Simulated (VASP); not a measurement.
Crystal: CsI.

```
Cs I
1.0
     4.50498    0.00000    0.00000
     0.00000    4.50498    0.00000
     0.00000    0.00000    4.50498
Cs I
1 1
Direct
  0.00000 0.00000 0.00000
  0.50000 0.50000 0.50000
```

Base run:

* Program: VASP 6.6.1
* Functional: BLYP
* Potentials or basis: VASP PAW PBE potentials, release 64 (Cs_sv, I)
* Cutoff: 500 eV
* k mesh: 6 × 6 × 6
* Occupations: fermi-dirac, width 0.05 eV
* Spin: no spin polarisation

Its results: band gap on the k mesh 4.12 eV (least direct gap 4.20 eV); pressure 2.8 GPa.

The run is repeated on the same cell with these changes: functional from BLYP to PBEsol. What comes out?

Band gap on the k mesh 3.84 eV (least direct gap 3.92 eV); pressure 0.1 GPa.

PBEsol binds more tightly than BLYP, so the same cell stands under less pressure.

Caveats: the PAW data sets were made with another functional, which shifts forces and pressure a little; spin-orbit coupling is left out, which moves the levels of the heavy elements.

A k mesh can miss the band edges.
